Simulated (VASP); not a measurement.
# CdF2 (R-3m) in VASP: notebook, part 3 of 3

VASP 6.6.1. The steps go on from the part before.

## (6) Single point, PBE

This run uses another cell than the first one, of the same volume but with other edges.

Contents of INCAR:

```
PREC = Accurate
ENCUT = 520
EDIFF = 1E-7
ISMEAR = 0
SIGMA = 0.05
LREAL = False
LASPH = True
NELM = 100
ALGO = Normal
ISIF = 2
LWAVE = False
LCHARG = False
GGA = PE
NBANDS = 20
```

Contents of KPOINTS:

```
regular mesh
0
Gamma
  8 8 8
```

Contents of POSCAR:

```
CdF2
1.0
    0.1400409562      2.7658088851      2.7658088851
    2.7658088851      0.1400409562      2.7658088851
    2.7658088851      2.7658088851      0.1400409562
Cd F
1 2
Direct
    0.0000000000      0.0000000000      0.0000000000
    0.2500000000      0.2500000000      0.2500000000
    0.7500000000      0.7500000000      0.7500000000
```

Potentials or basis: VASP PAW PBE potentials, release 64 (Cd, F).

Launch:

```
cat potpaw_PBE.64/Cd/POTCAR potpaw_PBE.64/F/POTCAR > POTCAR
mpirun -np 1 vasp_std > vasp.out
```

OUTCAR:

```text
PREC = Accurate
   ENCUT = 520
   EDIFF = 1E-7
   ISMEAR = 0
   LREAL = False
   LASPH = True
   NELM = 100
   ISIF = 2
   GGA = PE

 ion  position               nearest neighbor table
   1  0.000  0.000  0.000-   3 2.29   3 2.29   3 2.29   2 2.29   2 2.29   2 2.29   3 2.46   2 2.46

   2  0.250  0.250  0.250-   1 2.29   1 2.29   1 2.29   1 2.46
   3  0.750  0.750  0.750-   1 2.29   1 2.29   1 2.29   1 2.46

  LATTYP: Found a trigonal (rhomboedric) cell.
 ALAT       =     3.9139505678
 COS(alpha) =     0.5499279885

  Lattice vectors:

 A1 = (   0.1400409562,   2.7658088851,   2.7658088851)
 A2 = (   2.7658088851,   0.1400409562,   2.7658088851)
 A3 = (   2.7658088851,   2.7658088851,   0.1400409562)

Analysis of symmetry for initial positions (statically):
=====================================================================
 Subroutine PRICEL returns:
 Original cell was already a primitive cell.

 Routine SETGRP: Setting up the symmetry group for a
 trigonal (rhombohedral) supercell.

 Subroutine GETGRP returns: Found 12 space group operations
 (whereof 12 operations were pure point group operations)
 out of a pool of 12 trial point group operations.
[... 165 lines left out ...]

 E-fermi :  -1.0967     XC(G=0): -10.4085

 val. band max:       -1.3143960126   @ k =  -0.2500   0.5000   0.2500
 cond. band min:       1.7892458737   @ k =   0.0000   0.0000   0.0000
 fundamental gap:      3.1036418863
 Fermi energy:        -1.0966692746

 k-point     1 :       0.0000    0.0000    0.0000
  band No.  band energies     occupation
      1     -22.1357      2.00000
      2     -21.0382      2.00000
      3      -6.9738      2.00000
      4      -6.9738      2.00000
      5      -6.8734      2.00000
      6      -5.7146      2.00000
[... 541 lines left out ...]
     19      17.2162      0.00000
     20      19.3186      0.00000

 [... further k-points ...]

------------------------ aborting loop because EDIFF is reached ----------------------------------------

  FORCE on cell =-STRESS in cart. coord.  units (eV):
  Direction    XX          YY          ZZ          XY          YZ          ZX
  --------------------------------------------------------------------------------------
  -------------------------------------------------------------------------------------
  Total        1.6971003      1.6971003      1.6971003     -0.3289226     -0.3289226     -0.3289226
  in kB       69.5336986     69.5336986     69.5336986    -13.4766384    -13.4766384    -13.4766384
  external PRESSURE =      69.5336986 kB  Pullay stress =       0.0000000 kB

 VOLUME and BASIS-vectors are now :
 -----------------------------------------------------------------------------
  energy-cutoff  :      520.00
  volume of cell :       39.10
      direct lattice vectors                 reciprocal lattice vectors
     0.140040956  2.765808885  2.765808885    -0.195122224  0.185718744  0.185718744
     2.765808885  0.140040956  2.765808885     0.185718744 -0.195122224  0.185718744
     2.765808885  2.765808885  0.140040956     0.185718744  0.185718744 -0.195122224

 POSITION                                       TOTAL-FORCE (eV/Angst)
 -----------------------------------------------------------------------------------
      0.00000      0.00000      0.00000        -0.000000     -0.000000     -0.000000
      1.41791      1.41791      1.41791        -0.114491     -0.114491     -0.114491
      4.25374      4.25374      4.25374         0.114491      0.114491      0.114491
 -----------------------------------------------------------------------------------
    total drift:                                0.000000     -0.000000      0.000000

  FREE ENERGIE OF THE ION-ELECTRON SYSTEM (eV)
  ---------------------------------------------------
  free  energy   TOTEN  =       -10.8322945989 eV

  energy  without entropy=      -10.8322945989  energy(sigma->0) =      -10.83229460
```

Wall time 44 s (1 thread of Intel Xeon Platinum 8488C (Sapphire Rapids), shared host); peak memory 0.19 GiB.

What came out:

```
Free energy            : -10.8323 eV
Pressure               : 7.0 GPa
Largest force          : 0.198 eV/Å
Band gap on the k mesh : 3.10 eV (least direct gap 3.48 eV)
```

Forces on the atoms (eV/Å):
```
Cd   0.000  0.000  0.000
F   -0.114 -0.114 -0.114
F    0.114  0.114  0.114
```

Stress tensor (GPa, compression positive):
```
 6.95 -1.35 -1.35
-1.35  6.95 -1.35
-1.35 -1.35  6.95
```

Levels at points of the mesh, in eV from the valence-band top:
| k point | band 10 | band 11 | band 12 | band 13 | band 14 | band 15 | band 16 | band 17 |
| --- | --- | --- | --- | --- | --- | --- | --- | --- |
| (0.00, 0.00, 0.00) | -0.82 | -0.75 | -0.37 | -0.37 | 3.10 | 11.80 | 13.24 | 13.24 |
| (0.50, 0.00, 0.00) | -1.92 | -1.80 | -0.52 | -0.36 | 7.33 | 9.29 | 13.91 | 14.91 |
| (0.50, 0.50, 0.00) | -2.89 | -0.53 | -0.16 | -0.01 | 8.05 | 9.65 | 11.95 | 13.84 |
| (0.50, 0.50, 0.50) | -1.79 | -1.79 | -0.23 | -0.23 | 6.84 | 8.82 | 14.90 | 14.90 |

Caveat: the cell stands under pressure.

## (7) The runs side by side

```tsv
cell	gap on the mesh (eV)	pressure (GPa)	largest force (eV/Å)
a = 3.631 Å, angles 67.3°, 3 atoms	3.13	10.7	1.01
a = 4.077 Å, angles 52.2°, 3 atoms	3.15	10.0	0.40
a = 4.799 Å, angles 38.9°, 3 atoms	3.42	25.4	1.19
a = 3.723 Å, angles 63.2°, 3 atoms	3.10	7.0	0.31
a = 3.914 Å, angles 56.6°, 3 atoms	3.10	7.0	0.20
```

Alike in all rows: task single point; level PBE; potentials or basis VASP PAW PBE potentials, release 64 (Cd, F); no spin polarisation; k mesh 8 × 8 × 8; cutoff (eV) 520; smearing gaussian 0.05 eV.

Caveats: the cell stands under pressure; forces of over 1 eV/Å act on the atoms, so gaps and moduli don't describe the material at rest (at least some runs).

Absolute energies hang on the potentials; compare differences alone.
